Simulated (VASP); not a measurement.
# BeS (P6_3/mmc) in VASP: a series of runs

The runs below take BeS through single point, with r2SCAN.

All numbers are computed with VASP 6.6.1; they aren't measurements. Logs are shortened: lines on timing, memory, paths and dates and some standing lists are left out, and cuts for length are marked.

## (1) The cell of the first run

It takes space group P6_3/mmc (No. 194, hexagonal). Conventional cell: a = 3.496 Å, b = 3.496 Å, c = 7.062 Å, α = 90.00°, β = 90.00°, γ = 120.00°. Be (site symmetry -6m2) has 3 S at 2.02 Å within 2.7 Å. Within 2.7 Å of S (site symmetry -6m2) lie 3 Be at 2.02 Å.

## (2) Single point, r2SCAN (volume changed by +3%)

POSCAR reads:

```
BeS
1.0
    3.4964379566      0.0000000000      0.0000000000
   -1.7482189783      3.0280040932      0.0000000000
    0.0000000000      0.0000000000      7.0616701060
Be S
2 2
Direct
    0.3333333333      0.6666666667      0.2500000000
    0.6666666667      0.3333333333      0.7500000000
    0.6666666667      0.3333333333      0.2500000000
    0.3333333333      0.6666666667      0.7500000000
```

INCAR.step1 reads:

```
SYSTEM = BeS
PREC = Accurate
ENCUT = 520
ISMEAR = 0
SIGMA = 0.01
LREAL = .FALSE.
LASPH = .TRUE.
NELM = 80
NBANDS = 16
GGA = PE
ALGO = Normal
EDIFF = 1E-4
LWAVE = .TRUE.
LCHARG = .FALSE.
```

INCAR.step2 reads:

```
SYSTEM = BeS
PREC = Accurate
ENCUT = 520
EDIFF = 1E-6
ISMEAR = 0
SIGMA = 0.01
LREAL = .FALSE.
LASPH = .TRUE.
NELM = 80
ALGO = Normal
ISIF = 2
LWAVE = .FALSE.
LCHARG = .FALSE.
METAGGA = R2SCAN
LMIXTAU = .TRUE.
NBANDS = 16
ISTART = 1
```

KPOINTS reads:

```
Automatic mesh
0
G
  9 9 4
  0 0 0
```

Potentials or basis: VASP PAW PBE potentials, release 64 (Be, S).

On the command line:

```console
$ cat potpaw_PBE.64/Be/POTCAR potpaw_PBE.64/S/POTCAR > POTCAR
$ cp INCAR.step1 INCAR
$ mpirun -np 1 vasp_std > vasp.out
$ cp INCAR.step2 INCAR
$ mpirun -np 1 vasp_std > vasp.out
```

OUTCAR:

```text
SYSTEM = BeS
   PREC = Accurate
   ENCUT = 520
   EDIFF = 1E-6
   ISMEAR = 0
   LREAL = .FALSE.
   LASPH = .TRUE.
   NELM = 80
   ISIF = 2
   METAGGA = R2SCAN
   ISTART = 1

 ion  position               nearest neighbor table
   1  0.333  0.667  0.250-   3 2.02   3 2.02   3 2.02
   2  0.667  0.333  0.750-   4 2.02   4 2.02   4 2.02
   3  0.667  0.333  0.250-   1 2.02   1 2.02   1 2.02
   4  0.333  0.667  0.750-   2 2.02   2 2.02   2 2.02

  LATTYP: Found a hexagonal cell.
 ALAT       =     3.4964379566
 C/A-ratio  =     2.0196755079

  Lattice vectors:

 A1 = (   3.4964379566,   0.0000000000,   0.0000000000)
 A2 = (  -1.7482189783,   3.0280040932,   0.0000000000)
 A3 = (   0.0000000000,   0.0000000000,   7.0616701060)

Analysis of symmetry for initial positions (statically):
=====================================================================
 Subroutine PRICEL returns:
 Original cell was already a primitive cell.

 Routine SETGRP: Setting up the symmetry group for a
 hexagonal supercell.

 Subroutine GETGRP returns: Found 24 space group operations
 (whereof 12 operations were pure point group operations)
 out of a pool of 24 trial point group operations.

The static configuration has the point symmetry D_3d.
 The point group associated with its full space group is D_6h.

Analysis of symmetry for dynamics (positions and initial velocities):
=====================================================================
 Subroutine PRICEL returns:
 Original cell was already a primitive cell.

 Routine SETGRP: Setting up the symmetry group for a
 hexagonal supercell.

 Subroutine GETGRP returns: Found 24 space group operations
 (whereof 12 operations were pure point group operations)
 out of a pool of 24 trial point group operations.

The dynamic configuration has the point symmetry D_3d.
 The point group associated with its full space group is D_6h.

 Subroutine INISYM returns: Found 24 space group operations
 (whereof 12 operations are pure point group operations),
 and found     1 'primitive' translations

----------------------------------------------------------------------------------------

                                     Primitive cell

  volume of cell :      74.7635

  direct lattice vectors                    reciprocal lattice vectors
     3.496437957  0.000000000  0.000000000     0.286005361  0.165125272  0.000000000
    -1.748218978  3.028004093  0.000000000     0.000000000  0.330250544  0.000000000
     0.000000000  0.000000000  7.061670106     0.000000000  0.000000000  0.141609560

  length of vectors
     3.496437957  3.496437957  7.061670106     0.330250544  0.330250544  0.141609560

  position of ions in fractional coordinates (direct lattice)
     0.333333333  0.666666667  0.250000000
     0.666666667  0.333333333  0.750000000
     0.666666667  0.333333333  0.250000000
     0.333333333  0.666666667  0.750000000

  ion indices of the primitive-cell ions
   primitive index   ion index
                 1           1
                 2           2
                 3           3
                 4           4

----------------------------------------------------------------------------------------

 KPOINTS: Automatic mesh

Automatic generation of k-mesh.
 Grid dimensions read from file:
 generate k-points for:    9    9    4

 Generating k-lattice:

  Cartesian coordinates                     Fractional coordinates (reciprocal lattice)
     0.031778373  0.018347252  0.000000000     0.111111111  0.000000000  0.000000000
     0.000000000  0.036694505  0.000000000     0.000000000  0.111111111  0.000000000
     0.000000000  0.000000000  0.035402390     0.000000000  0.000000000  0.250000000

  Length of vectors
     0.036694505  0.036694505  0.035402390

  Shift w.r.t. Gamma in fractional coordinates (k-lattice)
     0.000000000  0.000000000  0.000000000

 Subroutine IBZKPT returns following result:
 ===========================================

 Found     36 irreducible k-points:

 Following reciprocal coordinates:
            Coordinates               Weight
  0.000000  0.000000  0.000000      1.000000
  0.111111 -0.000000  0.000000      6.000000
  0.222222 -0.000000  0.000000      6.000000
  0.333333  0.000000  0.000000      6.000000
  0.444444 -0.000000  0.000000      6.000000
  0.111111  0.111111  0.000000      6.000000
[... 16 lines left out ...]
  0.333333  0.222222  0.250000     24.000000
  0.333333  0.333333  0.250000      4.000000
 [... further k-points ...]
   k-points           NKPTS =     36   k-points in BZ     NKDIM =     36   number of bands    NBANDS=     16
   number of dos      NEDOS =    301   number of ions     NIONS =      4
   total plane-waves  NPLWV =  42336
   dimension x,y,z NGX =    28 NGY =   28 NGZ =   54
   dimension x,y,z NGXF=    56 NGYF=   56 NGZF=  108
   ions per type =               2   2
   NGX,Y,Z   is equivalent  to a cutoff of  13.31, 13.31, 12.71 a.u.
   NGXF,Y,Z  is equivalent  to a cutoff of  26.63, 26.63, 25.43 a.u.
 SYSTEM =  BeS
   PREC   = accura    normal or accurate (medium, high low for compatibility)
   ISTART =      1    job   : 0-new  1-cont  2-samecut
   ICHARG =      0    charge: 1-file 2-atom 10-const
   ISPIN  =      1    spin polarized calculation?
   LNONCOLLINEAR =      F non collinear calculations
   LSORBIT =      F    spin-orbit coupling
   LASPH  =      T    aspherical Exc in radial PAW
   ENCUT  =  520.0 eV  38.22 Ry    6.18 a.u.   6.50  6.50 13.13*2*pi/ulx,y,z
   NELM   =     80;   NELMIN=  2; NELMDL=  0     # of ELM steps
   EDIFF  = 0.1E-05   stopping-criterion for ELM
   LREAL  =      F    real-space projection
[... 7 lines left out ...]
   TEBEG  =    0.0;   TEEND  =   0.0 temperature during run
   PSTRESS=    0.0 pullay stress
   NELECT =      16.0000    total number of electrons
   NUPDOWN=      -1.0000    fix difference up-down
   EMIN   =  10.00;   EMAX   =-10.00  energy-range for DOS
   EFERMI =   0.00;   METHOD = LEGACY
   ISMEAR =     0;   SIGMA  =   0.01  broadening in eV -4-tet -1-fermi 0-gaus
   EFERMI_NEDOS =   21; number of points for ismear=-14 and -15
   IALGO  =     38    algorithm
   IMIX   =      4    mixing-type and parameters
     AMIX     =   0.40;   BMIX     =  1.00
     AMIX_MAG =   1.60;   BMIX_MAG =  1.00
  volume/ion in A,a.u.               =      18.69       126.13
  Fermi-wavevector in a.u.,A,eV,Ry     =   0.979230  1.850477 13.046522  0.958892
  Thomas-Fermi vector in A             =   2.110068
   LORBIT       =      0    0 simple, 1 ext, 2 COOP (PROOUT), +10 PAW based schemes
   METAGGA = R2SCAN    functional components
   LHFCALC =     F    Hartree Fock is set to
   AEXX    =    0.0000 exact exchange contribution
   IVDW    =     0    specifies the selected vdW correction
   LEPSILON=     F    determine dielectric tensor
   LRPA    =     F    only Hartree local field effects (RPA)
 non-spin polarized calculation
 Gauss-broadening in eV      SIGMA  =   0.01
  energy-cutoff  :      520.00
  volume of cell :       74.76
 maximum number of plane-waves:      2055
 NGX is ok and might be reduce to    28
   NGX = 13   NGY = 13   NGZ = 27

 number of electron      16.0000001 magnetization

 Free energy of the ion-electron system (eV)
  ---------------------------------------------------
  ext. energy  EPLUGINS =         0.00000000
  ---------------------------------------------------
  free energy    TOTEN  =       -28.77093114 eV

  energy without entropy =      -28.77093114  energy(sigma->0) =      -28.77093114

 E-fermi :   1.3108     XC(G=0):  -8.8363

 val. band max:        1.2275305062   @ k =   0.2222   0.2222   0.0000
 cond. band min:       5.7889649429   @ k =   0.4444  -0.0000   0.2500
 fundamental gap:      4.5614344368
 Fermi energy:         1.3108439070

 k-point     1 :       0.0000    0.0000    0.0000
  band No.  band energies     occupation
      1     -11.7828      2.00000
      2     -11.3624      2.00000
      3      -2.2043      2.00000
      4       0.3514      2.00000
      5       0.3514      2.00000
      6       0.5382      2.00000
[... 8 lines left out ...]
     15       9.9474      0.00000
     16      11.2315      0.00000

 k-point     2 :       0.1111   -0.0000    0.0000
  band No.  band energies     occupation
      1     -11.6786      2.00000
      2     -11.2717      2.00000
      3      -2.0444      2.00000
      4      -0.2522      2.00000
      5      -0.0646      2.00000
      6       0.1296      2.00000
[... 8 lines left out ...]
     15      10.1954      0.00000
     16      10.4730      0.00000

 k-point     3 :       0.2222   -0.0000    0.0000
  band No.  band energies     occupation
      1     -11.3895      2.00000
      2     -11.0266      2.00000
      3      -1.5808      2.00000
      4      -1.5282      2.00000
      5      -1.3223      2.00000
      6      -0.3448      2.00000
[... 8 lines left out ...]
     15      10.3710      0.00000
     16      10.4135      0.00000

 k-point     4 :       0.3333    0.0000    0.0000
  band No.  band energies     occupation
      1     -10.9980      2.00000
      2     -10.7186      2.00000
      3      -2.7581      2.00000
      4      -2.5402      2.00000
      5      -0.8784      2.00000
      6      -0.7866      2.00000
[... 8 lines left out ...]
     15      12.2257      0.00000
     16      12.5443      0.00000

 k-point     5 :       0.4444   -0.0000    0.0000
  band No.  band energies     occupation
      1     -10.6753      2.00000
      2     -10.5107      2.00000
      3      -3.5011      2.00000
      4      -3.2918      2.00000
      5      -1.0376      2.00000
      6      -0.7660      2.00000
[... 8 lines left out ...]
     15      12.2981      0.00000
     16      12.5860      0.00000

 k-point     6 :       0.1111    0.1111    0.0000
  band No.  band energies     occupation
      1     -11.4815      2.00000
      2     -11.1033      2.00000
      3      -1.7323      2.00000
      4      -1.0701      2.00000
      5      -0.9504      2.00000
      6      -0.2737      2.00000
[... 8 lines left out ...]
     15       9.8953      0.00000
     16      10.4439      0.00000
[... 267 lines left out ...]
 k-point    21 :       0.4444    0.1111    0.2500
  band No.  band energies     occupation
      1     -10.5634      2.00000
      2     -10.4764      2.00000
      3      -3.5089      2.00000
      4      -3.3619      2.00000
      5      -1.4141      2.00000
      6      -1.2176      2.00000
[... 8 lines left out ...]
     15      12.0132      0.00000
     16      13.9118      0.00000

 k-point    22 :       0.2222    0.2222    0.2500
  band No.  band energies     occupation
      1     -10.7706      2.00000
      2     -10.6095      2.00000
      3      -2.7612      2.00000
      4      -2.7523      2.00000
      5      -1.6079      2.00000
      6      -1.4685      2.00000
[... 8 lines left out ...]
     15      10.2438      0.00000
     16      11.5566      0.00000

 k-point    23 :       0.3333    0.2222    0.2500
  band No.  band energies     occupation
      1     -10.5147      2.00000
      2     -10.4355      2.00000
      3      -3.1942      2.00000
      4      -3.0641      2.00000
      5      -2.1155      2.00000
      6      -1.9412      2.00000
[... 8 lines left out ...]
     15      11.4373      0.00000
     16      12.2972      0.00000

 k-point    24 :       0.3333    0.3333    0.2500
  band No.  band energies     occupation
      1     -10.3977      2.00000
      2     -10.3977      2.00000
      3      -2.9242      2.00000
      4      -2.7460      2.00000
      5      -2.7460      2.00000
      6      -2.6279      2.00000
[... 8 lines left out ...]
     15      12.2241      0.00000
     16      12.2241      0.00000

 [... further k-points ...]

------------------------ aborting loop because EDIFF is reached ----------------------------------------

  FORCE on cell =-STRESS in cart. coord.  units (eV):
  Direction    XX          YY          ZZ          XY          YZ          ZX
  --------------------------------------------------------------------------------------
  -------------------------------------------------------------------------------------
  Total       -1.4366759     -1.4366759     -0.1445636      0.0000000      0.0000000      0.0000000
  in kB      -30.7878715    -30.7878715     -3.0979877      0.0000000      0.0000000      0.0000000
  external PRESSURE =     -21.5579103 kB  Pullay stress =       0.0000000 kB

 VOLUME and BASIS-vectors are now :
 -----------------------------------------------------------------------------
  energy-cutoff  :      520.00
  volume of cell :       74.76
      direct lattice vectors                 reciprocal lattice vectors
     3.496437957  0.000000000  0.000000000     0.286005361  0.165125272  0.000000000
    -1.748218978  3.028004093  0.000000000     0.000000000  0.330250544  0.000000000
     0.000000000  0.000000000  7.061670106     0.000000000  0.000000000  0.141609560

 POSITION                                       TOTAL-FORCE (eV/Angst)
 -----------------------------------------------------------------------------------
     -0.00000      2.01867      1.76542         0.000000     -0.000000      0.000000
      1.74822      1.00933      5.29625        -0.000000      0.000000      0.000000
      1.74822      1.00933      1.76542        -0.000000      0.000000      0.000000
     -0.00000      2.01867      5.29625        -0.000000     -0.000000      0.000000
 -----------------------------------------------------------------------------------
    total drift:                               -0.000000      0.000000      0.000000

  FREE ENERGIE OF THE ION-ELECTRON SYSTEM (eV)
  ---------------------------------------------------
  free  energy   TOTEN  =       -28.7709311358 eV

  energy  without entropy=      -28.7709311358  energy(sigma->0) =      -28.77093114
```

Run time: 2.3 min. Hardware: 1 thread of Intel Xeon Platinum 8488C (Sapphire Rapids), shared host; peak memory 0.21 GiB.

What came out:

```yaml
Free_energy: -28.7709 eV
Pressure: -2.2 GPa
Band_gap_on_the_k_mesh: 4.56 eV, indirect (least direct gap 4.76 eV)
```

Levels at points of the mesh, in eV from the valence-band top:
```csv
k point,band 4,band 5,band 6,band 7,band 8,band 9,band 10,band 11,band 12,band 13
"(0.00, 0.00, 0.00)",-0.88,-0.88,-0.69,-0.69,-0.65,5.33,6.70,6.72,6.72,7.10
"(0.00, 0.00, 0.50)",-2.27,-0.78,-0.78,-0.78,-0.78,6.72,6.72,6.90,6.90,6.90
```

Caveat: the cell differs from its parent crystal (volume changed by +3%); the PAW data sets were made with another functional, which shifts forces and pressure a little. A k mesh can miss the band edges.

## (3) Single point, r2SCAN (volume changed by +6%)

POSCAR reads:

```
BeS
1.0
    3.5300596149      0.0000000000      0.0000000000
   -1.7650298074      3.0571213034      0.0000000000
    0.0000000000      0.0000000000      7.1295749458
Be S
2 2
Direct
    0.3333333333      0.6666666667      0.2500000000
    0.6666666667      0.3333333333      0.7500000000
    0.6666666667      0.3333333333      0.2500000000
    0.3333333333      0.6666666667      0.7500000000
```

INCAR.step1 reads:

```
SYSTEM = BeS
ALGO = Normal ; EDIFF = 1E-4
ENCUT = 520 ; GGA = PE
ISMEAR = 0 ; LASPH = .TRUE.
LCHARG = .FALSE. ; LREAL = .FALSE.
LWAVE = .TRUE. ; NBANDS = 16
NELM = 100 ; PREC = Accurate
SIGMA = 0.01
```

INCAR.step2 reads:

```
SYSTEM = BeS
ALGO = Normal ; EDIFF = 1E-6
ENCUT = 520 ; ISIF = 2
ISMEAR = 0 ; ISTART = 1
LASPH = .TRUE. ; LCHARG = .FALSE.
LMIXTAU = .TRUE. ; LREAL = .FALSE.
LWAVE = .FALSE. ; METAGGA = R2SCAN
NBANDS = 16 ; NELM = 100
PREC = Accurate ; SIGMA = 0.01
```

KPOINTS reads:

```
k-points
0
G
  9 9 4
  0 0 0
```

Potentials or basis: VASP PAW PBE potentials, release 64 (Be, S).

On the command line:

```console
$ cat potpaw_PBE.64/Be/POTCAR potpaw_PBE.64/S/POTCAR > POTCAR
$ cp INCAR.step1 INCAR
$ mpirun -np 1 vasp_std > vasp.out
$ cp INCAR.step2 INCAR
$ mpirun -np 1 vasp_std > vasp.out
```

It took 2.5 min on 1 thread of Intel Xeon Platinum 8488C (Sapphire Rapids), shared host; peak memory 0.21 GiB.

Results (log left out):

| Item | Value |
| --- | --- |
| Free energy | -28.7296 eV |
| Pressure | -3.9 GPa |
| Band gap on the k mesh | 4.58 eV, indirect (least direct gap 4.77 eV) |

Stress tensor (GPa, compression positive):
```
-5.64  0.00  0.00
 0.00 -5.64  0.00
 0.00  0.00 -0.55
```

Levels at points of the mesh, in eV from the valence-band top:
| k point | band 4 | band 5 | band 6 | band 7 | band 8 | band 9 | band 10 | band 11 | band 12 | band 13 |
| --- | --- | --- | --- | --- | --- | --- | --- | --- | --- | --- |
| (0.00, 0.00, 0.00) | -0.88 | -0.88 | -0.71 | -0.71 | -0.63 | 5.17 | 6.47 | 6.69 | 6.69 | 7.05 |
| (0.00, 0.00, 0.50) | -2.18 | -0.80 | -0.80 | -0.80 | -0.80 | 6.47 | 6.47 | 6.85 | 6.85 | 6.85 |

Caveat: the cell differs from its parent crystal (volume changed by +6%); the PAW data sets were made with another functional, which shifts forces and pressure a little.

## (4) Single point, r2SCAN

This run uses another cell than the first one, of 18.15 Å³/atom, 0.971 times its volume.

POSCAR reads:

```
BeS
1.0
    3.4621569455      0.0000000000      0.0000000000
   -1.7310784727      2.9983158667      0.0000000000
    0.0000000000      0.0000000000      6.9924335875
Be S
2 2
Direct
    0.3333333333      0.6666666667      0.2500000000
    0.6666666667      0.3333333333      0.7500000000
    0.6666666667      0.3333333333      0.2500000000
    0.3333333333      0.6666666667      0.7500000000
```

INCAR.step1 reads:

```
SYSTEM = BeS
PREC = Accurate ; ENCUT = 520
ISMEAR = 0 ; SIGMA = 0.01
LREAL = .False. ; LASPH = .True.
NELM = 80 ; NBANDS = 16
GGA = PE ; ALGO = Normal
EDIFF = 1E-4 ; LWAVE = .True.
LCHARG = .False.
```

INCAR.step2 reads:

```
SYSTEM = BeS
PREC = Accurate ; ENCUT = 520
EDIFF = 1E-6 ; ISMEAR = 0
SIGMA = 0.01 ; LREAL = .False.
LASPH = .True. ; NELM = 80
ALGO = Normal ; ISIF = 2
LWAVE = .False. ; LCHARG = .False.
METAGGA = R2SCAN ; LMIXTAU = .True.
NBANDS = 16 ; ISTART = 1
```

KPOINTS reads:

```
regular mesh
0
Gamma
  12 12 4
  0 0 0
```

On the command line:

```console
$ cat potpaw_PBE.64/Be/POTCAR potpaw_PBE.64/S/POTCAR > POTCAR
$ cp INCAR.step1 INCAR
$ mpirun -np 1 vasp_std > vasp.out
$ cp INCAR.step2 INCAR
$ mpirun -np 1 vasp_std > vasp.out
```

Wall time 3.9 min (1 thread of Intel Xeon Platinum 8488C (Sapphire Rapids), shared host); peak memory 0.23 GiB.

The run converged. Its results:

```yaml
Free_energy: -28.7862 eV
Pressure: -0.1 GPa
Band_gap_on_the_k_mesh: 4.45 eV, indirect (least direct gap 4.66 eV)
```

Stress tensor (GPa, compression positive):
```
-0.14  0.00  0.00
 0.00 -0.14  0.00
 0.00  0.00 -0.02
```

Levels at points of the mesh, in eV from the valence-band top:
| k point | band 5 | band 6 | band 7 | band 8 | band 9 | band 10 | band 11 | band 12 |
| --- | --- | --- | --- | --- | --- | --- | --- | --- |
| (0.00, 0.00, 0.00) | -0.85 | -0.66 | -0.66 | -0.66 | 5.49 | 6.77 | 6.77 | 6.95 |
| (0.50, 0.00, 0.00) | -2.33 | -2.04 | -1.28 | -0.16 | 4.68 | 5.48 | 6.07 | 6.26 |
| (0.00, 0.00, 0.50) | -0.76 | -0.76 | -0.76 | -0.76 | 6.95 | 6.95 | 6.95 | 6.95 |
| (0.50, 0.00, 0.50) | -2.19 | -2.19 | -0.54 | -0.54 | 4.65 | 4.65 | 5.86 | 5.86 |

Caveat: the PAW data sets were made with another functional, which shifts forces and pressure a little.

## (5) Summary

| cell | k mesh | gap on the mesh (eV) | pressure (GPa) |
| --- | --- | --- | --- |
| a = 3.496, b = 3.496, c = 7.062 Å, angles 90.0, 90.0, 120.0°, 4 atoms | 9 × 9 × 4 | 4.56 | -2.2 |
| a = 3.530, b = 3.530, c = 7.130 Å, angles 90.0, 90.0, 120.0°, 4 atoms | 9 × 9 × 4 | 4.58 | -3.9 |
| a = 3.462, b = 3.462, c = 6.992 Å, angles 90.0, 90.0, 120.0°, 4 atoms | 12 × 12 × 4 | 4.45 | -0.1 |

Alike in all rows: task single point; level r2SCAN; potentials or basis VASP PAW PBE potentials, release 64 (Be, S); no spin polarisation; cutoff (eV) 520; smearing gaussian 0.01 eV.

Caveats: the PAW data sets were made with another functional, which shifts forces and pressure a little.

Absolute energies hang on the potentials; compare differences alone.
